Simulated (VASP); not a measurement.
# AlGa3N4 (Cm) in VASP: single point with PBEsol

Aim: the single point of AlGa3N4 with PBEsol.

All numbers are computed with VASP 6.6.1; they aren't measurements. Logs are shortened: lines on timing, memory, paths and dates and some standing lists are left out, and cuts for length are marked.

## Step 1: The cell of the first run

Symmetry: Cm, No. 8, monoclinic system. Conventional cell: a = 11.559 Å, b = 3.185 Å, c = 5.512 Å, α = 90.00°, β = 118.47°, γ = 90.00°. Al (site symmetry m) has 4 N at 1.90 to 1.91 Å within 2.5 Å. Within 2.6 Å of Ga (site symmetry m) lie 4 N at 1.94 to 1.96 Å. Ga (site symmetry m) has 4 N at 1.94 to 1.95 Å within 2.6 Å. Ga (site symmetry m) has 4 N at 1.94 to 1.95 Å within 2.6 Å. Within 2.5 Å of N (site symmetry m) lie 1 Al at 1.90 Å and 3 Ga at 1.95 Å. N (site symmetry m) has 4 Ga at 1.94 Å within 2.6 Å. Within 2.5 Å of N (site symmetry m) lie 2 Al at 1.91 Å and 2 Ga at 1.95 to 1.96 Å. Within 2.5 Å of N (site symmetry m) lie 1 Al at 1.90 Å and 3 Ga at 1.95 Å.

## Step 2: Single point, PBEsol (strained cell)

INCAR

```
  PREC = Accurate
  ENCUT = 600
  EDIFF = 1E-6
  ISMEAR = 0
  SIGMA = 0.02
  LREAL = F
  LASPH = T
  NELM = 120
  ALGO = Normal
  ISIF = 2
  LWAVE = F
  LCHARG = T
  GGA = PS
  LELF = T
  LVHAR = T
  NBANDS = 41
  GGA_COMPAT = F
```

KPOINTS

```
Automatic mesh
0
Gamma
  10 6 10
```

POSCAR

```
AlGa3N4
1.0
   -3.1845288191      0.0000000000      0.0000000000
    0.0000000000      5.5117751412     -0.0003116232
    1.5922644095     -2.7555902577     -5.0805334681
Al Ga N
1 3 4
Direct
    0.0014799333      0.3346745373      0.0029598667
    0.5008622789      0.8338497479      0.0017245577
    0.7496127958      0.4155316373      0.4992255916
    0.2516476744      0.9193831177      0.5032953488
    0.8147366123      0.1487239057      0.6294732246
    0.3100552976      0.6428662278      0.6201105951
    0.5574438647      0.2301273551      0.1148877295
    0.0601615430      0.7208434713      0.1203230860
```

Potentials or basis: VASP PAW PBE potentials, release 64 (Al, Ga_d, N).

On the command line:

```console
$ cat potpaw_PBE.64/Al/POTCAR potpaw_PBE.64/Ga_d/POTCAR potpaw_PBE.64/N/POTCAR > POTCAR
$ mpirun -np 1 vasp_std > vasp.out
```

OUTCAR:

```text
PREC = Accurate
   ENCUT = 600
   EDIFF = 1E-6
   ISMEAR = 0
   LREAL = F
   LASPH = T
   NELM = 120
   ISIF = 2
   GGA = PS

 ion  position               nearest neighbor table
   1  0.001  0.335  0.003-   5 1.90   8 1.90   7 1.91   7 1.91   3 3.12   3 3.12   4 3.13   4 3.13
                             4 3.14
   2  0.501  0.834  0.002-   6 1.94   8 1.95   8 1.95   7 1.96
   3  0.750  0.416  0.499-   6 1.94   6 1.94   5 1.95   7 1.95   1 3.12   1 3.12
   4  0.252  0.919  0.503-   6 1.94   5 1.95   5 1.95   8 1.95   1 3.13   1 3.13   1 3.14
   5  0.815  0.149  0.629-   1 1.90   3 1.95   4 1.95   4 1.95
   6  0.310  0.643  0.620-   3 1.94   3 1.94   2 1.94   4 1.94
   7  0.557  0.230  0.115-   1 1.91   1 1.91   3 1.95   2 1.96
   8  0.060  0.721  0.120-   1 1.90   4 1.95   2 1.95   2 1.95

  LATTYP: Found a base centered monoclinic cell.
 ALAT       =    11.5594287037
 B/A-ratio  =     0.2754918864
 C/A-ratio  =     0.4768207228
 COS(beta)  =    -0.4767195823

  Lattice vectors:

 A1 = (   1.5922644095,  -2.7555902577,  -5.0805334681)
 A2 = (  -1.5922644096,  -2.7555902577,  -5.0805334681)
 A3 = (   0.0000000000,   5.5117751412,  -0.0003116232)

Analysis of symmetry for initial positions (statically):
=====================================================================
 Subroutine PRICEL returns:
 Original cell was already a primitive cell.

 Routine SETGRP: Setting up the symmetry group for a
 base centered monoclinic supercell.

 Subroutine GETGRP returns: Found  2 space group operations
 (whereof  2 operations were pure point group operations)
 out of a pool of  4 trial point group operations.

The static configuration has the point symmetry C_1h.

Analysis of symmetry for dynamics (positions and initial velocities):
=====================================================================
 Subroutine PRICEL returns:
 Original cell was already a primitive cell.

 Routine SETGRP: Setting up the symmetry group for a
 base centered monoclinic supercell.

 Subroutine GETGRP returns: Found  2 space group operations
 (whereof  2 operations were pure point group operations)
 out of a pool of  4 trial point group operations.

The dynamic configuration has the point symmetry C_1h.

 Subroutine INISYM returns: Found  2 space group operations
 (whereof  2 operations are pure point group operations),
 and found     1 'primitive' translations

----------------------------------------------------------------------------------------

                                     Primitive cell

  volume of cell :      89.1783

  direct lattice vectors                    reciprocal lattice vectors
    -3.184528819  0.000000000  0.000000000    -0.314018198 -0.000005564 -0.098411844
     0.000000000  5.511775141 -0.000311623     0.000000000  0.181424189 -0.098401227
     1.592264410 -2.755590258 -5.080533468     0.000000000 -0.000011128 -0.196823688

  length of vectors
     3.184528819  5.511775150  5.995031604     0.329077984  0.206391710  0.196823689

  position of ions in fractional coordinates (direct lattice)
     0.001479933  0.334674537  0.002959867
     0.500862279  0.833849748  0.001724558
     0.749612796  0.415531637  0.499225592
     0.251647674  0.919383118  0.503295349
     0.814736612  0.148723906  0.629473225
     0.310055298  0.642866228  0.620110595
     0.557443865  0.230127355  0.114887729
     0.060161543  0.720843471  0.120323086

  ion indices of the primitive-cell ions
   primitive index   ion index
                 1           1
                 2           2
                 3           3
                 4           4
                 5           5
                 6           6
                 7           7
                 8           8

----------------------------------------------------------------------------------------

 KPOINTS: Automatic mesh

Automatic generation of k-mesh.
 Grid dimensions read from file:
 generate k-points for:   10    6   10

 Generating k-lattice:

  Cartesian coordinates                     Fractional coordinates (reciprocal lattice)
    -0.031401820 -0.000000556 -0.009841184     0.100000000  0.000000000  0.000000000
     0.000000000  0.030237365 -0.016400205     0.000000000  0.166666667  0.000000000
     0.000000000 -0.000001113 -0.019682369     0.000000000  0.000000000  0.100000000

  Length of vectors
     0.032907798  0.034398618  0.019682369

  Shift w.r.t. Gamma in fractional coordinates (k-lattice)
     0.000000000  0.000000000  0.000000000

 Subroutine IBZKPT returns following result:
 ===========================================

 Found    172 irreducible k-points:

 Following reciprocal coordinates:
            Coordinates               Weight
  0.000000  0.000000  0.000000      1.000000
  0.100000 -0.000000  0.000000      4.000000
  0.200000 -0.000000  0.000000      4.000000
  0.300000  0.000000  0.000000      4.000000
  0.400000 -0.000000 -0.000000      4.000000
  0.500000  0.000000  0.000000      2.000000
[... 16 lines left out ...]
 -0.400000  0.333333  0.000000      4.000000
 -0.300000  0.333333  0.000000      4.000000
 [... further k-points ...]
   k-points           NKPTS =    172   k-points in BZ     NKDIM =    172   number of bands    NBANDS=     41
   number of dos      NEDOS =    301   number of ions     NIONS =      8
   total plane-waves  NPLWV =  64512
   dimension x,y,z NGX =    28 NGY =   48 NGZ =   48
   dimension x,y,z NGXF=    56 NGYF=   96 NGZF=   96
   ions per type =               1   3   4
   NGX,Y,Z   is equivalent  to a cutoff of  14.62, 14.48, 13.31 a.u.
   NGXF,Y,Z  is equivalent  to a cutoff of  29.23, 28.96, 26.62 a.u.
 SYSTEM =  unknown system
   PREC   = accura    normal or accurate (medium, high low for compatibility)
   ISTART =      0    job   : 0-new  1-cont  2-samecut
   ICHARG =      2    charge: 1-file 2-atom 10-const
   ISPIN  =      1    spin polarized calculation?
   LNONCOLLINEAR =      F non collinear calculations
   LSORBIT =      F    spin-orbit coupling
   LASPH  =      T    aspherical Exc in radial PAW
   ENCUT  =  600.0 eV  44.10 Ry    6.64 a.u.   6.36 11.01 11.97*2*pi/ulx,y,z
   NELM   =    120;   NELMIN=  2; NELMDL= -5     # of ELM steps
   EDIFF  = 0.1E-05   stopping-criterion for ELM
   LREAL  =      F    real-space projection
   EDIFFG = 0.1E-04   stopping-criterion for IOM
   NSW    =      0    number of steps for IOM
   IBRION =     -1    ionic relax: 0-MD 1-quasi-New 2-CG
   NFREE  =      0    steps in history (QN), initial steepest desc. (CG)
   ISIF   =      2    stress and relaxation
   ISYM   =      2    0-nonsym 1-usesym 2-fastsym
   POTIM  = 0.5000    time-step for ionic-motion
   TEBEG  =    0.0;   TEEND  =   0.0 temperature during run
   PSTRESS=    0.0 pullay stress
   NELECT =      62.0000    total number of electrons
   NUPDOWN=      -1.0000    fix difference up-down
   EMIN   =  10.00;   EMAX   =-10.00  energy-range for DOS
   EFERMI =   0.00;   METHOD = LEGACY
   ISMEAR =     0;   SIGMA  =   0.02  broadening in eV -4-tet -1-fermi 0-gaus
   EFERMI_NEDOS =   21; number of points for ismear=-14 and -15
   IALGO  =     38    algorithm
   IMIX   =      4    mixing-type and parameters
     AMIX     =   0.40;   BMIX     =  1.00
     AMIX_MAG =   1.60;   BMIX_MAG =  1.00
  volume/ion in A,a.u.               =      11.15        75.23
  Fermi-wavevector in a.u.,A,eV,Ry     =   1.450281  2.740635 28.617355  2.103316
  Thomas-Fermi vector in A             =   2.567911
   LORBIT       =      0    0 simple, 1 ext, 2 COOP (PROOUT), +10 PAW based schemes
   GGA     = PS    functional components
   LHFCALC =     F    Hartree Fock is set to
   AEXX    =    0.0000 exact exchange contribution
   IVDW    =     0    specifies the selected vdW correction
   LEPSILON=     F    determine dielectric tensor
   LRPA    =     F    only Hartree local field effects (RPA)
 non-spin polarized calculation
 Gauss-broadening in eV      SIGMA  =   0.02
  energy-cutoff  :      600.00
  volume of cell :       89.18
 maximum number of plane-waves:      3006
 NGX is ok and might be reduce to    28
   NGX = 13   NGY = 21   NGZ = 23

 number of electron      61.9999999 magnetization

 Free energy of the ion-electron system (eV)
  ---------------------------------------------------
  ext. energy  EPLUGINS =         0.00000000
  ---------------------------------------------------
  free energy    TOTEN  =       -55.01224033 eV

  energy without entropy =      -55.01224033  energy(sigma->0) =      -55.01224033

 E-fermi :   5.5590     XC(G=0): -11.7330

 val. band max:        5.4626841945   @ k =   0.0000   0.0000   0.0000
 cond. band min:       7.8271408988   @ k =   0.0000   0.0000   0.0000
 fundamental gap:      2.3644567043
 Fermi energy:         5.5590113713

 k-point     1 :       0.0000    0.0000    0.0000
  band No.  band energies     occupation
      1     -10.3938      2.00000
      2      -9.3968      2.00000
      3      -9.1537      2.00000
      4      -8.9426      2.00000
      5      -7.8108      2.00000
      6      -7.7925      2.00000
[... 33 lines left out ...]
     40      15.3858      0.00000
     41      15.5721      0.00000

 k-point     2 :       0.1000   -0.0000    0.0000
  band No.  band energies     occupation
      1     -10.3069      2.00000
      2      -9.3828      2.00000
      3      -9.1441      2.00000
      4      -8.9307      2.00000
      5      -7.7994      2.00000
      6      -7.7794      2.00000
[... 33 lines left out ...]
     40      15.0028      0.00000
     41      15.5304      0.00000

 k-point     3 :       0.2000   -0.0000    0.0000
  band No.  band energies     occupation
      1     -10.0702      2.00000
      2      -9.3474      2.00000
      3      -9.1218      2.00000
      4      -8.9030      2.00000
      5      -7.7690      2.00000
      6      -7.7498      2.00000
[... 33 lines left out ...]
     40      14.6766      0.00000
     41      15.2767      0.00000

 k-point     4 :       0.3000    0.0000    0.0000
  band No.  band energies     occupation
      1      -9.7619      2.00000
      2      -9.3057      2.00000
      3      -9.1011      2.00000
      4      -8.8737      2.00000
      5      -7.7401      2.00000
      6      -7.7275      2.00000
[... 825 lines left out ...]
     40      15.0929      0.00000
     41      15.4365      0.00000

 k-point    23 :      -0.4000    0.3333    0.0000
  band No.  band energies     occupation
      1      -9.5024      2.00000
      2      -9.2771      2.00000
      3      -9.0857      2.00000
      4      -8.8303      2.00000
      5      -7.7547      2.00000
      6      -7.7069      2.00000
[... 33 lines left out ...]
     40      14.7756      0.00000
     41      15.3871      0.00000

 k-point    24 :      -0.3000    0.3333    0.0000
  band No.  band energies     occupation
      1      -9.6657      2.00000
      2      -9.3165      2.00000
      3      -9.1099      2.00000
      4      -8.8767      2.00000
      5      -7.7501      2.00000
      6      -7.7098      2.00000
[... 33 lines left out ...]
     40      14.5895      0.00000
     41      15.2643      0.00000

 [... further k-points ...]

------------------------ aborting loop because EDIFF is reached ----------------------------------------

  FORCE on cell =-STRESS in cart. coord.  units (eV):
  Direction    XX          YY          ZZ          XY          YZ          ZX
  --------------------------------------------------------------------------------------
  -------------------------------------------------------------------------------------
  Total       -1.1757566     -1.1621707      1.7069905      0.0000000      0.0008237      0.0000000
  in kB      -21.1236363    -20.8795538     30.6677830      0.0000000      0.0147978      0.0000000
  external PRESSURE =      -3.7784690 kB  Pullay stress =       0.0000000 kB

 VOLUME and BASIS-vectors are now :
 -----------------------------------------------------------------------------
  energy-cutoff  :      600.00
  volume of cell :       89.18
      direct lattice vectors                 reciprocal lattice vectors
    -3.184528819  0.000000000  0.000000000    -0.314018198 -0.000005564 -0.098411844
     0.000000000  5.511775141 -0.000311623     0.000000000  0.181424189 -0.098401227
     1.592264410 -2.755590258 -5.080533468     0.000000000 -0.000011128 -0.196823688

 POSITION                                       TOTAL-FORCE (eV/Angst)
 -----------------------------------------------------------------------------------
      0.00000      1.83649     -0.01514        -0.000000     -0.000225     -0.000578
     -1.59226      4.59124     -0.00902         0.000000     -0.002382      0.004511
     -1.59226      0.91466     -2.53646        -0.000000      0.003054     -0.003244
     -0.00000      3.68056     -2.55730        -0.000000     -0.003062     -0.000191
     -1.59226     -0.91484     -3.19811         0.000000      0.000346      0.013653
     -0.00000      1.83456     -3.15069         0.000000     -0.000201      0.000005
     -1.59226      0.95183     -0.58376        -0.000000     -0.009269     -0.007483
     -0.00000      3.64157     -0.61153        -0.000000      0.011740     -0.006674
 -----------------------------------------------------------------------------------
    total drift:                               -0.000057     -0.000198      0.000404

  FREE ENERGIE OF THE ION-ELECTRON SYSTEM (eV)
  ---------------------------------------------------
  free  energy   TOTEN  =       -55.0122403273 eV

  energy  without entropy=      -55.0122403273  energy(sigma->0) =      -55.01224033
```

Wall time 20 min (1 thread of Intel Xeon 8259CL, shared host); peak memory 0.7 GiB.

What came out:

* Free energy: -55.0122 eV
* Pressure: -0.4 GPa
* Largest force: 0.014 eV/Å
* Band gap on the k mesh: 2.36 eV

Forces on the atoms (eV/Å):
```
Al   0.000  0.000 -0.001
Ga   0.000 -0.002  0.005
Ga   0.000  0.003 -0.003
Ga   0.000 -0.003  0.000
N    0.000  0.000  0.014
N    0.000  0.000  0.000
N    0.000 -0.009 -0.007
N    0.000  0.012 -0.007
```

Caveat: the cell differs from its parent crystal (strained cell); the PAW data sets were made with another functional, which shifts forces and pressure a little. A k mesh can miss the band edges.
